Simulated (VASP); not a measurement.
# Sr (Im-3m) in VASP: notebook, part 2 of 2

VASP 6.6.1. The steps go on from the part before.

### 3 Single point, PBEsol (55.43 Å³/atom)

This run uses another cell than the first one, of 55.43 Å³/atom.

INCAR reads:

```
SYSTEM = Sr
PREC     = Accurate       ! precision mode
ENCUT    = 520            ! plane-wave cutoff, eV
EDIFF    = 1E-7           ! SCF threshold, eV
ISMEAR   = -1             ! smearing method
SIGMA    = 0.1            ! smearing width, eV
LREAL    = .FALSE.        ! projectors in reciprocal space
LASPH    = .TRUE.         ! aspherical terms in the spheres
NELM     = 60             ! most SCF steps
ALGO     = Normal         ! electronic algorithm
ISIF     = 2              ! what is computed and relaxed
LWAVE    = .FALSE.        ! write WAVECAR
LCHARG   = .FALSE.        ! write CHGCAR
GGA      = PS             ! functional
NBANDS   = 11             ! bands
```

KPOINTS reads:

```
regular mesh
0
G
  11 11 11
  0 0 0
```

POSCAR reads:

```
Sr
1.0
   -2.4020075142      2.4020075142      2.4020075142
    2.4020075142     -2.4020075142      2.4020075142
    2.4020075142      2.4020075142     -2.4020075142
Sr
1
Direct
    0.0000000000      0.0000000000      0.0000000000
```

Potentials or basis: VASP PAW PBE potentials, release 64 (Sr_sv).

Launch:

```console
cat potpaw_PBE.64/Sr_sv/POTCAR > POTCAR
mpirun -np 1 vasp_std > vasp.out
```

OUTCAR:

```text
SYSTEM = Sr
   PREC = Accurate
   ENCUT = 520
   EDIFF = 1E-7
   ISMEAR = -1
   LREAL = .FALSE.
   LASPH = .TRUE.
   NELM = 60
   ISIF = 2
   GGA = PS

 ion  position               nearest neighbor table
   1  0.000  0.000  0.000-

  LATTYP: Found a body centered cubic cell.
 ALAT       =     4.8040150284

  Lattice vectors:

 A1 = (  -2.4020075142,   2.4020075142,   2.4020075142)
 A2 = (   2.4020075142,  -2.4020075142,   2.4020075142)
 A3 = (   2.4020075142,   2.4020075142,  -2.4020075142)

Analysis of symmetry for initial positions (statically):
=====================================================================
 Subroutine PRICEL returns:
 Original cell was already a primitive cell.

 Routine SETGRP: Setting up the symmetry group for a
 body centered cubic supercell.

 Subroutine GETGRP returns: Found 48 space group operations
 (whereof 48 operations were pure point group operations)
 out of a pool of 48 trial point group operations.

The static configuration has the point symmetry O_h .

Analysis of symmetry for dynamics (positions and initial velocities):
=====================================================================
 Subroutine PRICEL returns:
 Original cell was already a primitive cell.

 Routine SETGRP: Setting up the symmetry group for a
 body centered cubic supercell.

 Subroutine GETGRP returns: Found 48 space group operations
 (whereof 48 operations were pure point group operations)
 out of a pool of 48 trial point group operations.

The dynamic configuration has the point symmetry O_h .

 Subroutine INISYM returns: Found 48 space group operations
 (whereof 48 operations are pure point group operations),
 and found     1 'primitive' translations

----------------------------------------------------------------------------------------

                                     Primitive cell
[... 112 lines left out ...]
  Thomas-Fermi vector in A             =   2.050820
   LORBIT       =      0    0 simple, 1 ext, 2 COOP (PROOUT), +10 PAW based schemes
   GGA     = PS    functional components
   LHFCALC =     F    Hartree Fock is set to
   AEXX    =    0.0000 exact exchange contribution
   IVDW    =     0    specifies the selected vdW correction
   LEPSILON=     F    determine dielectric tensor
   LRPA    =     F    only Hartree local field effects (RPA)
 non-spin polarized calculation
  energy-cutoff  :      520.00
  volume of cell :       55.43
 maximum number of plane-waves:      1505
   NGX = 15   NGY = 15   NGZ = 15

 number of electron      10.0000000 magnetization

 Free energy of the ion-electron system (eV)
  ---------------------------------------------------
  ext. energy  EPLUGINS =         0.00000000
  ---------------------------------------------------
  free energy    TOTEN  =        -1.84528207 eV

  energy without entropy =       -1.80066489  energy(sigma->0) =       -1.82297348

 E-fermi :   1.4526     XC(G=0):  -7.4057

 val. band max:        1.4113446504   @ k =  -0.4545  -0.4545   0.3636
 cond. band min:       1.4588739490   @ k =  -0.4545  -0.4545   0.2727
 fundamental gap:      0.0475292986
 Fermi energy:         1.4525531520

 k-point     1 :       0.0000    0.0000    0.0000
  band No.  band energies     occupation
      1     -35.0825      2.00000
      2     -16.9832      2.00000
      3     -16.9832      2.00000
      4     -16.9832      2.00000
      5      -2.1710      2.00000
      6       3.8191      0.00000
      7       3.8191      0.00000
      8       3.8191      0.00000
      9       5.1508      0.00000
     10       5.1508      0.00000
     11       9.5279      0.00000
[... 309 lines left out ...]
 k-point    24 :       0.3636    0.1818    0.0909
  band No.  band energies     occupation
      1     -35.0670      2.00000
      2     -17.1428      2.00000
      3     -17.0711      2.00000
      4     -17.0134      2.00000
      5       1.1086      1.93781
      6       1.6716      0.20116
      7       2.2168      0.00096
      8       5.0927      0.00000
      9       5.6566      0.00000
     10       5.8286      0.00000
     11       7.3237      0.00000

 [... further k-points ...]

------------------------ aborting loop because EDIFF is reached ----------------------------------------

  FORCE on cell =-STRESS in cart. coord.  units (eV):
  Direction    XX          YY          ZZ          XY          YZ          ZX
  --------------------------------------------------------------------------------------
  -------------------------------------------------------------------------------------
  Total       -0.2768258     -0.2768258     -0.2768258      0.0000000      0.0000000     -0.0000000
  in kB       -8.0008133     -8.0008133     -8.0008133      0.0000000      0.0000000     -0.0000000
  external PRESSURE =      -8.0008133 kB  Pullay stress =       0.0000000 kB

 VOLUME and BASIS-vectors are now :
 -----------------------------------------------------------------------------
  energy-cutoff  :      520.00
  volume of cell :       55.43
      direct lattice vectors                 reciprocal lattice vectors
    -2.402007514  2.402007514  2.402007514     0.000000000  0.208159216  0.208159216
     2.402007514 -2.402007514  2.402007514     0.208159216  0.000000000  0.208159216
     2.402007514  2.402007514 -2.402007514     0.208159216  0.208159216  0.000000000

 POSITION                                       TOTAL-FORCE (eV/Angst)
 -----------------------------------------------------------------------------------
      0.00000      0.00000      0.00000         0.000000     -0.000000     -0.000000
 -----------------------------------------------------------------------------------
    total drift:                                0.000000      0.000000     -0.000000

  FREE ENERGIE OF THE ION-ELECTRON SYSTEM (eV)
  ---------------------------------------------------
  free  energy   TOTEN  =        -1.8452820703 eV

  energy  without entropy=       -1.8006648929  energy(sigma->0) =       -1.82297348
```

OSZICAR:

```text
N       E                     dE             d eps       ncg     rms          rms(c)
DAV:   1     0.367020279369E+02    0.36702E+02   -0.46491E+03  1232   0.779E+02
DAV:   2    -0.995267399393E-01   -0.36802E+02   -0.36140E+02  1424   0.153E+02
DAV:   3    -0.177820231996E+01   -0.16787E+01   -0.16614E+01  1899   0.240E+01
DAV:   4    -0.184447460162E+01   -0.66272E-01   -0.66131E-01  1594   0.423E+00
DAV:   5    -0.184603642810E+01   -0.15618E-02   -0.15618E-02  1810   0.497E-01    0.115E+01
DAV:   6    -0.184531286003E+01    0.72357E-03   -0.62970E-03  1483   0.902E-01    0.646E+00
DAV:   7    -0.184521449797E+01    0.98362E-04   -0.11278E-02  1468   0.117E+00    0.263E-01
DAV:   8    -0.184525292795E+01   -0.38430E-04   -0.11202E-03  1940   0.201E-01    0.516E-02
DAV:   9    -0.184527190073E+01   -0.18973E-04   -0.10956E-05  1495   0.270E-02    0.276E-02
DAV:  10    -0.184528235043E+01   -0.10450E-04   -0.28809E-06  1540   0.164E-02    0.279E-03
DAV:  11    -0.184528210954E+01    0.24088E-06   -0.24372E-07  1633   0.372E-03    0.233E-03
DAV:  12    -0.184528207032E+01    0.39220E-07   -0.32961E-08   945   0.121E-03
   1 F= -.18452821E+01 E0= -.18229735E+01  d E =-.446172E-01
```

stdout:

```text
POSCAR found type information on POSCAR Sr
 POSCAR found :  1 types and       1 ions
 scaLAPACK will be used
 -----------------------------------------------------------------------------
|                                                                             |
|                                                                             |
|     You enforced a specific xc type in the INCAR file but a different       |
|     I HOPE YOU KNOW WHAT YOU ARE DOING!                                     |
|                                                                             |
 -----------------------------------------------------------------------------

 LDA part: xc-table for (Slater+PW92), standard interpolation
 POSCAR, INCAR and KPOINTS ok, starting setup
 FFT: planning ... GRIDC
 FFT: planning ... GRID_SOFT
 FFT: planning ... GRID
 WAVECAR not read
 entering main loop
```

It took 43 s on 1 thread of AMD EPYC 7R43 (Zen 3), shared host; peak memory 0.15 GiB.

What came out:

```yaml
Free_energy: -1.8453 eV
Pressure: -0.8 GPa
Band_gap_on_the_k_mesh: zero (bands 5 and 6 overlap by 0.37 eV)
```

Caveat: the PAW data sets were made with another functional, which shifts forces and pressure a little.

### 4 Single point, PBEsol (57.49 Å³/atom)

This run uses another cell than the first one, of 57.49 Å³/atom.

INCAR reads:

```
SYSTEM = Sr
ALGO = Normal ; EDIFF = 1E-6
ENCUT = 520 ; GGA = PS
ISIF = 2 ; ISMEAR = -1
LASPH = .True. ; LCHARG = .False.
LREAL = .False. ; LWAVE = .False.
NBANDS = 11 ; NELM = 60
PREC = Accurate ; SIGMA = 0.1
```

KPOINTS reads:

```
k-points
0
Gamma
  11 11 11
  0 0 0
```

POSCAR reads:

```
Sr
1.0
   -2.4313031760      2.4313031760      2.4313031760
    2.4313031760     -2.4313031760      2.4313031760
    2.4313031760      2.4313031760     -2.4313031760
Sr
1
Direct
    0.0000000000      0.0000000000      0.0000000000
```

Launch:

```console
cat potpaw_PBE.64/Sr_sv/POTCAR > POTCAR
mpirun -np 1 vasp_std > vasp.out
```

It took 26 s on 1 thread of AMD EPYC 7R43 (Zen 3), shared host; peak memory 0.16 GiB.

The run converged. Its results:

| Item | Value |
| --- | --- |
| Free energy | -1.8330 eV |
| Pressure | -1.1 GPa |
| Band gap on the k mesh | zero (bands 5 and 6 overlap by 0.31 eV) |

Levels at points of the mesh, in eV from the Fermi level:
```
           k point  band 3  band 4  band 5  band 6  band 7  band 8
(0.00, 0.00, 0.00)  -18.52  -18.52   -3.57    2.32    2.32    2.32
```

Caveat: the PAW data sets were made with another functional, which shifts forces and pressure a little.

### 5 Single point, PBEsol

This run uses another cell than the first one, of 51.33 Å³/atom.

INCAR reads:

```
SYSTEM = Sr
ALGO = Normal
EDIFF = 1E-6
ENCUT = 520
GGA = PS
ISIF = 2
ISMEAR = -1
LASPH = .True.
LCHARG = .False.
LREAL = .False.
LWAVE = .False.
NBANDS = 11
NELM = 80
PREC = Accurate
SIGMA = 0.1
```

KPOINTS reads:

```
k-points
0
Gamma
  16 16 16
  0 0 0
```

POSCAR reads:

```
Sr
1.0
   -2.3411708596      2.3411708596      2.3411708596
    2.3411708596     -2.3411708596      2.3411708596
    2.3411708596      2.3411708596     -2.3411708596
Sr
1
Direct
    0.0000000000      0.0000000000      0.0000000000
```

Launch:

```console
cat potpaw_PBE.64/Sr_sv/POTCAR > POTCAR
mpirun -np 1 vasp_std > vasp.out
```

Wall time 61 s (1 thread of AMD EPYC 7R43 (Zen 3), shared host); peak memory 0.19 GiB.

Results (log left out):

```
Free energy            : -1.8561 eV
Pressure               : 0.0 GPa
Band gap on the k mesh : zero (bands 5 and 6 overlap by 0.59 eV)
```

Levels at points of the mesh, in eV from the Fermi level:
| k point | band 2 | band 3 | band 4 | band 5 | band 6 | band 7 | band 8 | band 9 |
| --- | --- | --- | --- | --- | --- | --- | --- | --- |
| (0.00, 0.00, 0.00) | -18.26 | -18.26 | -18.26 | -3.73 | 2.47 | 2.47 | 2.47 | 3.89 |
| (0.50, 0.00, 0.00) | -18.51 | -18.34 | -18.26 | -1.04 | 0.36 | 1.23 | 3.72 | 4.43 |
| (0.50, 0.50, 0.50) | -18.44 | -18.44 | -18.44 | -0.20 | -0.20 | 3.92 | 3.92 | 3.92 |

Caveat: the PAW data sets were made with another functional, which shifts forces and pressure a little.

### 6 Summary

| cell | k mesh | gap on the mesh (eV) | pressure (GPa) |
| --- | --- | --- | --- |
| a = 4.108 Å, angles 109.5°, 1 atom | 11 × 11 × 11 | none | -0.4 |
| a = 4.160 Å, angles 109.5°, 1 atom | 11 × 11 × 11 | none | -0.8 |
| a = 4.211 Å, angles 109.5°, 1 atom | 11 × 11 × 11 | none | -1.1 |
| a = 4.055 Å, angles 109.5°, 1 atom | 16 × 16 × 16 | none | 0.0 |

Alike in all rows: task single point; level PBEsol; potentials or basis VASP PAW PBE potentials, release 64 (Sr_sv); no spin polarisation; cutoff (eV) 520; smearing fermi-dirac 0.1 eV.

Caveats: the PAW data sets were made with another functional, which shifts forces and pressure a little.

Absolute energies hang on the potentials; compare differences alone.
